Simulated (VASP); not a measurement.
# CdSe (P6_3mc) in VASP: notebook, part 3 of 3

VASP 6.6.1. The steps go on from the part before.

**5. Single point, r2SCAN (30.60 Å³/atom)**

This run uses another cell than the first one, of 30.60 Å³/atom.

POSCAR

```
CdSe
1.0
    4.4252032908      0.0000000000      0.0000000000
   -2.2126016454      3.8323384667      0.0000000000
    0.0000000000      0.0000000000      7.2163652244
Cd Se
2 2
Direct
    0.3333333333      0.6666666667      0.0045326091
    0.6666666667      0.3333333333      0.5045326091
    0.3333333333      0.6666666667      0.3804673909
    0.6666666667      0.3333333333      0.8804673909
```

INCAR.step1

```
ALGO = Normal
EDIFF = 1E-4
ENCUT = 520
GGA = PE
ISMEAR = 0
LASPH = T
LCHARG = F
LREAL = F
LWAVE = T
NBANDS = 26
NELM = 80
PREC = Accurate
SIGMA = 0.02
```

INCAR.step2

```
ALGO = Normal
EDIFF = 1E-6
ENCUT = 520
ISIF = 2
ISMEAR = 0
ISTART = 1
LASPH = T
LCHARG = F
LMIXTAU = T
LREAL = F
LWAVE = F
METAGGA = R2SCAN
NBANDS = 26
NELM = 80
PREC = Accurate
SIGMA = 0.02
```

KPOINTS

```
k-points
0
Gamma
  9 9 4
```

Potentials or basis: VASP PAW PBE potentials, release 64 (Cd, Se).

Run with:

```
$ cat potpaw_PBE.64/Cd/POTCAR potpaw_PBE.64/Se/POTCAR > POTCAR
$ cp INCAR.step1 INCAR
$ mpirun -np 1 vasp_std > vasp.out
$ cp INCAR.step2 INCAR
$ mpirun -np 1 vasp_std > vasp.out
```

OUTCAR:

```text
EDIFF = 1E-6
   ENCUT = 520
   ISIF = 2
   ISMEAR = 0
   ISTART = 1
   LASPH = T
   LREAL = F
   METAGGA = R2SCAN
   NELM = 80
   PREC = Accurate

 ion  position               nearest neighbor table
   1  0.333  0.667  0.005-   4 2.71   4 2.71   4 2.71   3 2.71
   2  0.667  0.333  0.505-   3 2.71   3 2.71   3 2.71   4 2.71
   3  0.333  0.667  0.380-   2 2.71   2 2.71   2 2.71   1 2.71
   4  0.667  0.333  0.880-   1 2.71   1 2.71   1 2.71   2 2.71

  LATTYP: Found a hexagonal cell.
 ALAT       =     4.4252032908
 C/A-ratio  =     1.6307420813

  Lattice vectors:

 A1 = (   4.4252032908,   0.0000000000,   0.0000000000)
 A2 = (  -2.2126016454,   3.8323384667,   0.0000000000)
 A3 = (   0.0000000000,   0.0000000000,   7.2163652244)

Analysis of symmetry for initial positions (statically):
=====================================================================
 Subroutine PRICEL returns:
 Original cell was already a primitive cell.

 Routine SETGRP: Setting up the symmetry group for a
[... 167 lines left out ...]
 Free energy of the ion-electron system (eV)
  ---------------------------------------------------
  ext. energy  EPLUGINS =         0.00000000
  ---------------------------------------------------
  free energy    TOTEN  =       -71.78246611 eV

  energy without entropy =      -71.78246611  energy(sigma->0) =      -71.78246611

 E-fermi :   0.1110     XC(G=0):  -9.0239

 val. band max:        0.0139632436   @ k =   0.0000   0.0000   0.0000
 cond. band min:       0.9674917586   @ k =   0.0000   0.0000   0.0000
 fundamental gap:      0.9535285150
 Fermi energy:         0.1109824948

 k-point     1 :       0.0000    0.0000    0.0000
  band No.  band energies     occupation
      1     -12.5589      2.00000
      2     -12.2448      2.00000
      3      -7.9070      2.00000
      4      -7.9020      2.00000
      5      -7.9020      2.00000
      6      -7.8445      2.00000
[... 685 lines left out ...]
     25       8.9477      0.00000
     26       8.9477      0.00000

 [... further k-points ...]
[... 5 lines left out ...]
  --------------------------------------------------------------------------------------
  -------------------------------------------------------------------------------------
  Total       -1.8606139     -1.8606139     -1.8603848      0.0000000      0.0000000      0.0000000
  in kB      -24.3585405    -24.3585405    -24.3555408      0.0000000      0.0000000      0.0000000
  external PRESSURE =     -24.3575406 kB  Pullay stress =       0.0000000 kB

 VOLUME and BASIS-vectors are now :
 -----------------------------------------------------------------------------
  energy-cutoff  :      520.00
  volume of cell :      122.38
      direct lattice vectors                 reciprocal lattice vectors
     4.425203291  0.000000000  0.000000000     0.225978319  0.130468643  0.000000000
    -2.212601645  3.832338467  0.000000000     0.000000000  0.260937286  0.000000000
     0.000000000  0.000000000  7.216365224     0.000000000  0.000000000  0.138573918

 POSITION                                       TOTAL-FORCE (eV/Angst)
 -----------------------------------------------------------------------------------
     -0.00000      2.55489      0.03271        -0.000000     -0.000000     -0.002966
      2.21260      1.27745      3.64089         0.000000      0.000000     -0.002966
     -0.00000      2.55489      2.74559        -0.000000     -0.000000      0.002966
      2.21260      1.27745      6.35377        -0.000000      0.000000      0.002966
 -----------------------------------------------------------------------------------
    total drift:                               -0.000000     -0.000000      0.004383

  FREE ENERGIE OF THE ION-ELECTRON SYSTEM (eV)
  ---------------------------------------------------
  free  energy   TOTEN  =       -71.7824661113 eV

  energy  without entropy=      -71.7824661113  energy(sigma->0) =      -71.78246611
```

OSZICAR.step1:

```text
N       E                     dE             d eps       ncg     rms          rms(c)
DAV:   1     0.233530763091E+03    0.23353E+03   -0.16832E+04  1872   0.123E+03
DAV:   2     0.822745664078E+00   -0.23271E+03   -0.22544E+03  2098   0.302E+02
DAV:   3    -0.116633987614E+02   -0.12486E+02   -0.12419E+02  2218   0.696E+01
DAV:   4    -0.117681218447E+02   -0.10472E+00   -0.10464E+00  2086   0.612E+00
DAV:   5    -0.117688005127E+02   -0.67867E-03   -0.67863E-03  2132   0.472E-01    0.738E+00
DAV:   6    -0.110174385641E+02    0.75136E+00   -0.12979E+00  2068   0.104E+01    0.600E+00
DAV:   7    -0.109864479318E+02    0.30991E-01   -0.44712E-01  1936   0.334E+00    0.257E+00
DAV:   8    -0.109869420174E+02   -0.49409E-03   -0.36895E-02  1942   0.187E+00    0.347E-01
DAV:   9    -0.109870132663E+02   -0.71249E-04   -0.57774E-03  2104   0.810E-01    0.849E-02
DAV:  10    -0.109872380100E+02   -0.22474E-03   -0.73869E-04  1944   0.272E-01    0.706E-02
DAV:  11    -0.109873266807E+02   -0.88671E-04   -0.21996E-04  1662   0.817E-02
   1 F= -.10987327E+02 E0= -.10987327E+02  d E =-.860117E-12
```

It took 4.4 min on 1 thread of Intel Xeon Platinum 8488C (Sapphire Rapids), shared host; peak memory 0.33 GiB.

Results:

```yaml
Free_energy: -71.7825 eV
Pressure: -2.4 GPa
Band_gap_on_the_k_mesh: 0.95 eV
```

Forces in eV/Å, atoms in the order of the input:
```
Cd   0.000  0.000 -0.003
Cd   0.000  0.000 -0.003
Se   0.000  0.000  0.003
Se   0.000  0.000  0.003
```

Caveat: the PAW data sets were made with another functional, which shifts forces and pressure a little.

**6. The runs side by side**

```csv
cell,gap on the mesh (eV),pressure (GPa)
"a = 4.251, b = 4.251, c = 6.933 Å, angles 90.0, 90.0, 120.0°, 4 atoms",1.24,4.0
"a = 4.296, b = 4.296, c = 7.006 Å, angles 90.0, 90.0, 120.0°, 4 atoms",1.17,2.0
"a = 4.383, b = 4.383, c = 7.148 Å, angles 90.0, 90.0, 120.0°, 4 atoms",1.02,-1.2
"a = 4.425, b = 4.425, c = 7.216 Å, angles 90.0, 90.0, 120.0°, 4 atoms",0.95,-2.4
```

Alike in all rows: task single point; level r2SCAN; potentials or basis VASP PAW PBE potentials, release 64 (Cd, Se); no spin polarisation; k mesh 9 × 9 × 4; cutoff (eV) 520; smearing gaussian 0.02 eV.

Caveats: the PAW data sets were made with another functional, which shifts forces and pressure a little; the cell stands under pressure (at least some runs).

Total energies depend on the potentials used, so only differences within one code and one set of settings carry meaning.
